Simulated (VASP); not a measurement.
# SiC (NiAs type) (P6_3/mmc) in VASP: further runs

The runs below take SiC (NiAs type) through single point, with PBE.

Everything below comes from runs of VASP 6.6.1. Logs are shortened: lines on timing, memory, paths and dates and some standing lists are left out, and cuts for length are marked.

### Step 1. The cell of the first run

The structure is hexagonal, space group P6_3/mmc (No. 194). Conventional cell: a = 2.871 Å, b = 2.871 Å, c = 4.761 Å, α = 90.00°, β = 90.00°, γ = 120.00°. Within 2.7 Å of Si (site symmetry -3m) lie 6 C at 2.04 Å and 2 Si at 2.38 Å. C (site symmetry -6m2) has 6 Si at 2.04 Å within 2.7 Å.

### Step 2. Single point, PBE

The input, INCAR:

```
PREC     = Accurate       # precision mode
ENCUT    = 520            # plane-wave cutoff, eV
EDIFF    = 1E-6           # SCF threshold, eV
ISMEAR   = -1             # smearing method
SIGMA    = 0.08           # smearing width, eV
LREAL    = False          # projectors in reciprocal space
LASPH    = True           # aspherical terms in the spheres
NELM     = 100            # most SCF steps
ALGO     = Normal         # electronic algorithm
ISIF     = 2              # what is computed and relaxed
LWAVE    = False          # write WAVECAR
LCHARG   = False          # write CHGCAR
GGA      = PE             # functional
NBANDS   = 16             # bands
```

The input, KPOINTS:

```
regular mesh
0
Gamma
  12 12 7
```

The input, POSCAR:

```
SiC
1.0
    2.8713341384      0.0000000000      0.0000000000
   -1.4356670692      2.4866483066      0.0000000000
    0.0000000000      0.0000000000      4.7610888572
Si C
2 2
Direct
    0.0000000000      0.0000000000      0.0000000000
    0.0000000000      0.0000000000      0.5000000000
    0.3333333333      0.6666666667      0.2500000000
    0.6666666667      0.3333333333      0.7500000000
```

Potentials or basis: VASP PAW PBE potentials, release 64 (Si, C).

On the command line:

```
> cat potpaw_PBE.64/Si/POTCAR potpaw_PBE.64/C/POTCAR > POTCAR
> mpirun -np 1 vasp_std > vasp.out
```

OUTCAR:

```text
PREC = Accurate
   ENCUT = 520
   EDIFF = 1E-6
   ISMEAR = -1
   LREAL = False
   LASPH = True
   NELM = 100
   ISIF = 2
   GGA = PE

 ion  position               nearest neighbor table
   1  0.000  0.000  0.000-   3 2.04   4 2.04   3 2.04   4 2.04   4 2.04   3 2.04   2 2.38   2 2.38

   2  0.000  0.000  0.500-   3 2.04   4 2.04   3 2.04   4 2.04   4 2.04   3 2.04   1 2.38   1 2.38

   3  0.333  0.667  0.250-   1 2.04   2 2.04   1 2.04   2 2.04   1 2.04   2 2.04
   4  0.667  0.333  0.750-   1 2.04   2 2.04   1 2.04   2 2.04   1 2.04   2 2.04

  LATTYP: Found a hexagonal cell.
 ALAT       =     2.8713341384
 C/A-ratio  =     1.6581451784

  Lattice vectors:

 A1 = (   2.8713341384,   0.0000000000,   0.0000000000)
 A2 = (  -1.4356670692,   2.4866483066,   0.0000000000)
 A3 = (   0.0000000000,   0.0000000000,   4.7610888572)

Analysis of symmetry for initial positions (statically):
=====================================================================
 Subroutine PRICEL returns:
 Original cell was already a primitive cell.

 Routine SETGRP: Setting up the symmetry group for a
 hexagonal supercell.

 Subroutine GETGRP returns: Found 24 space group operations
 (whereof 12 operations were pure point group operations)
 out of a pool of 24 trial point group operations.

The static configuration has the point symmetry D_3d.
 The point group associated with its full space group is D_6h.

Analysis of symmetry for dynamics (positions and initial velocities):
=====================================================================
 Subroutine PRICEL returns:
 Original cell was already a primitive cell.

 Routine SETGRP: Setting up the symmetry group for a
 hexagonal supercell.

 Subroutine GETGRP returns: Found 24 space group operations
 (whereof 12 operations were pure point group operations)
 out of a pool of 24 trial point group operations.

The dynamic configuration has the point symmetry D_3d.
 The point group associated with its full space group is D_6h.

 Subroutine INISYM returns: Found 24 space group operations
 (whereof 12 operations are pure point group operations),
 and found     1 'primitive' translations

----------------------------------------------------------------------------------------

                                     Primitive cell

  volume of cell :      33.9942

  direct lattice vectors                    reciprocal lattice vectors
     2.871334138  0.000000000  0.000000000     0.348270160  0.201073871  0.000000000
    -1.435667069  2.486648307  0.000000000     0.000000000  0.402147741  0.000000000
     0.000000000  0.000000000  4.761088857     0.000000000  0.000000000  0.210035988

  length of vectors
     2.871334138  2.871334138  4.761088857     0.402147741  0.402147741  0.210035988

  position of ions in fractional coordinates (direct lattice)
     0.000000000  0.000000000  0.000000000
     0.000000000  0.000000000  0.500000000
     0.333333333  0.666666667  0.250000000
     0.666666667  0.333333333  0.750000000

  ion indices of the primitive-cell ions
   primitive index   ion index
                 1           1
                 2           2
                 3           3
                 4           4

----------------------------------------------------------------------------------------

 KPOINTS: regular mesh

Automatic generation of k-mesh.
 Grid dimensions read from file:
 generate k-points for:   12   12    7

 Generating k-lattice:

  Cartesian coordinates                     Fractional coordinates (reciprocal lattice)
     0.029022513  0.016756156  0.000000000     0.083333333  0.000000000  0.000000000
     0.000000000  0.033512312  0.000000000     0.000000000  0.083333333  0.000000000
     0.000000000  0.000000000  0.030005141     0.000000000  0.000000000  0.142857143

  Length of vectors
     0.033512312  0.033512312  0.030005141

  Shift w.r.t. Gamma in fractional coordinates (k-lattice)
     0.000000000  0.000000000  0.000000000

 Subroutine IBZKPT returns following result:
 ===========================================

 Found     76 irreducible k-points:

 Following reciprocal coordinates:
            Coordinates               Weight
  0.000000  0.000000  0.000000      1.000000
  0.083333  0.000000  0.000000      6.000000
  0.166667  0.000000  0.000000      6.000000
  0.250000  0.000000  0.000000      6.000000
  0.333333  0.000000  0.000000      6.000000
  0.416667  0.000000  0.000000      6.000000
[... 16 lines left out ...]
  0.250000  0.000000  0.142857     12.000000
  0.333333  0.000000  0.142857     12.000000
 [... further k-points ...]
   k-points           NKPTS =     76   k-points in BZ     NKDIM =     76   number of bands    NBANDS=     16
   number of dos      NEDOS =    301   number of ions     NIONS =      4
   total plane-waves  NPLWV =  20736
   dimension x,y,z NGX =    24 NGY =   24 NGZ =   36
   dimension x,y,z NGXF=    48 NGYF=   48 NGZF=   72
   ions per type =               2   2
   NGX,Y,Z   is equivalent  to a cutoff of  13.90, 13.90, 12.57 a.u.
   NGXF,Y,Z  is equivalent  to a cutoff of  27.79, 27.79, 25.14 a.u.
 SYSTEM =  unknown system
   PREC   = accura    normal or accurate (medium, high low for compatibility)
   ISTART =      0    job   : 0-new  1-cont  2-samecut
   ICHARG =      2    charge: 1-file 2-atom 10-const
   ISPIN  =      1    spin polarized calculation?
   LNONCOLLINEAR =      F non collinear calculations
   LSORBIT =      F    spin-orbit coupling
   LASPH  =      T    aspherical Exc in radial PAW
   ENCUT  =  520.0 eV  38.22 Ry    6.18 a.u.   5.34  5.34  8.85*2*pi/ulx,y,z
   NELM   =    100;   NELMIN=  2; NELMDL= -5     # of ELM steps
   EDIFF  = 0.1E-05   stopping-criterion for ELM
   LREAL  =      F    real-space projection
   EDIFFG = 0.1E-04   stopping-criterion for IOM
   NSW    =      0    number of steps for IOM
   IBRION =     -1    ionic relax: 0-MD 1-quasi-New 2-CG
   NFREE  =      0    steps in history (QN), initial steepest desc. (CG)
   ISIF   =      2    stress and relaxation
   ISYM   =      2    0-nonsym 1-usesym 2-fastsym
   POTIM  = 0.5000    time-step for ionic-motion
   TEBEG  =    0.0;   TEEND  =   0.0 temperature during run
   PSTRESS=    0.0 pullay stress
   NELECT =      16.0000    total number of electrons
   NUPDOWN=      -1.0000    fix difference up-down
   EMIN   =  10.00;   EMAX   =-10.00  energy-range for DOS
   EFERMI =   0.00;   METHOD = LEGACY
   ISMEAR =    -1;   SIGMA  =   0.08  broadening in eV -4-tet -1-fermi 0-gaus
   EFERMI_NEDOS =   21; number of points for ismear=-14 and -15
   IALGO  =     38    algorithm
   IMIX   =      4    mixing-type and parameters
     AMIX     =   0.40;   BMIX     =  1.00
     AMIX_MAG =   1.60;   BMIX_MAG =  1.00
  volume/ion in A,a.u.               =       8.50        57.35
  Fermi-wavevector in a.u.,A,eV,Ry     =   1.273445  2.406461 22.064037  1.621661
  Thomas-Fermi vector in A             =   2.406268
   LORBIT       =      0    0 simple, 1 ext, 2 COOP (PROOUT), +10 PAW based schemes
   GGA     = PE    functional components
   LHFCALC =     F    Hartree Fock is set to
   AEXX    =    0.0000 exact exchange contribution
   IVDW    =     0    specifies the selected vdW correction
   LEPSILON=     F    determine dielectric tensor
   LRPA    =     F    only Hartree local field effects (RPA)
 non-spin polarized calculation
  energy-cutoff  :      520.00
  volume of cell :       33.99
 maximum number of plane-waves:       941
 NGX is ok and might be reduce to    24
   NGX = 11   NGY = 11   NGZ = 17

 number of electron      16.0000000 magnetization

 Free energy of the ion-electron system (eV)
  ---------------------------------------------------
  ext. energy  EPLUGINS =         0.00000000
  ---------------------------------------------------
  free energy    TOTEN  =       -26.98422992 eV

  energy without entropy =      -26.97407896  energy(sigma->0) =      -26.97915444

 E-fermi :  11.7249     XC(G=0): -12.5427

 val. band max:       11.7215775120   @ k =   0.1667   0.0000   0.1429
 cond. band min:      11.7929673553   @ k =   0.0833   0.0000   0.1429
 fundamental gap:      0.0713898433
 Fermi energy:        11.7248529751

 k-point     1 :       0.0000    0.0000    0.0000
  band No.  band energies     occupation
      1      -6.2852      2.00000
      2      -1.4216      2.00000
      3       0.5125      2.00000
      4      11.0931      1.99926
      5      11.0931      1.99926
      6      11.5922      1.67984
[... 8 lines left out ...]
     15      21.2514      0.00000
     16      21.8539      0.00000

 k-point     2 :       0.0833    0.0000    0.0000
  band No.  band energies     occupation
      1      -6.1369      2.00000
      2      -1.2977      2.00000
      3       0.6651      2.00000
      4       9.9153      2.00000
      5      10.5178      2.00000
      6      11.2143      1.99662
[... 8 lines left out ...]
     15      20.4706      0.00000
     16      21.2349      0.00000

 k-point     3 :       0.1667    0.0000    0.0000
  band No.  band energies     occupation
      1      -5.6934      2.00000
      2      -0.9322      2.00000
      3       1.1205      2.00000
      4       7.7850      2.00000
      5       9.6850      2.00000
      6       9.9613      2.00000
[... 8 lines left out ...]
     15      21.0776      0.00000
     16      21.8822      0.00000

 k-point     4 :       0.2500    0.0000    0.0000
  band No.  band energies     occupation
      1      -4.9597      2.00000
      2      -0.3549      2.00000
      3       1.8694      2.00000
      4       5.5336      2.00000
      5       8.3565      2.00000
      6       8.9284      2.00000
[... 8 lines left out ...]
     15      22.1415      0.00000
     16      22.6041      0.00000
[... 324 lines left out ...]
 k-point    22 :       0.1667    0.0000    0.1429
  band No.  band energies     occupation
      1      -5.5753      2.00000
      2      -1.6916      2.00000
      3       2.0662      2.00000
      4       7.8747      2.00000
      5       9.7676      2.00000
      6       9.7783      2.00000
[... 8 lines left out ...]
     15      21.2675      0.00000
     16      21.2724      0.00000

 k-point    23 :       0.2500    0.0000    0.1429
  band No.  band energies     occupation
      1      -4.8429      2.00000
      2      -1.0506      2.00000
      3       2.7187      2.00000
      4       5.6596      2.00000
      5       8.0629      2.00000
      6       9.0201      2.00000
[... 8 lines left out ...]
     15      22.6117      0.00000
     16      22.6247      0.00000

 k-point    24 :       0.3333    0.0000    0.1429
  band No.  band energies     occupation
      1      -3.8315      2.00000
      2      -0.2500      2.00000
      3       3.0672      2.00000
      4       4.1773      2.00000
      5       6.2697      2.00000
      6       8.4421      2.00000
[... 8 lines left out ...]
     15      23.7749      0.00000
     16      24.2099      0.00000

 [... further k-points ...]

------------------------ aborting loop because EDIFF is reached ----------------------------------------

  FORCE on cell =-STRESS in cart. coord.  units (eV):
  Direction    XX          YY          ZZ          XY          YZ          ZX
  --------------------------------------------------------------------------------------
  -------------------------------------------------------------------------------------
  Total       -0.0046165     -0.0046165     -0.0612049      0.0000000      0.0000000      0.0000000
  in kB       -0.2175789     -0.2175789     -2.8846454      0.0000000      0.0000000      0.0000000
  external PRESSURE =      -1.1066011 kB  Pullay stress =       0.0000000 kB

 VOLUME and BASIS-vectors are now :
 -----------------------------------------------------------------------------
  energy-cutoff  :      520.00
  volume of cell :       33.99
      direct lattice vectors                 reciprocal lattice vectors
     2.871334138  0.000000000  0.000000000     0.348270160  0.201073871  0.000000000
    -1.435667069  2.486648307  0.000000000     0.000000000  0.402147741  0.000000000
     0.000000000  0.000000000  4.761088857     0.000000000  0.000000000  0.210035988

 POSITION                                       TOTAL-FORCE (eV/Angst)
 -----------------------------------------------------------------------------------
      0.00000      0.00000      0.00000        -0.000000      0.000000     -0.000000
      0.00000      0.00000      2.38054        -0.000000      0.000000     -0.000000
     -0.00000      1.65777      1.19027         0.000000     -0.000000     -0.000000
      1.43567      0.82888      3.57082        -0.000000      0.000000      0.000000
 -----------------------------------------------------------------------------------
    total drift:                               -0.000000      0.000000     -0.000000

  FREE ENERGIE OF THE ION-ELECTRON SYSTEM (eV)
  ---------------------------------------------------
  free  energy   TOTEN  =       -26.9842299169 eV

  energy  without entropy=      -26.9740789639  energy(sigma->0) =      -26.97915444
```

Wall time 47 s (1 thread of Intel Xeon 8259CL, shared host); peak memory 0.17 GiB.

What came out:

```
Free energy            : -26.9842 eV
Pressure               : -0.1 GPa
Band gap on the k mesh : zero (bands 8 and 9 overlap by 1.54 eV)
```

Levels at points of the mesh, in eV from the Fermi level:
```csv
k point,band 6,band 7,band 8,band 9,band 10,band 11
"(0.00, 0.00, 0.00)",-0.13,-0.13,0.18,5.48,5.79,7.44
"(0.50, 0.00, 0.00)",-5.05,-3.86,-0.79,2.16,3.08,5.49
```

(Continued in part 2 of 2.)
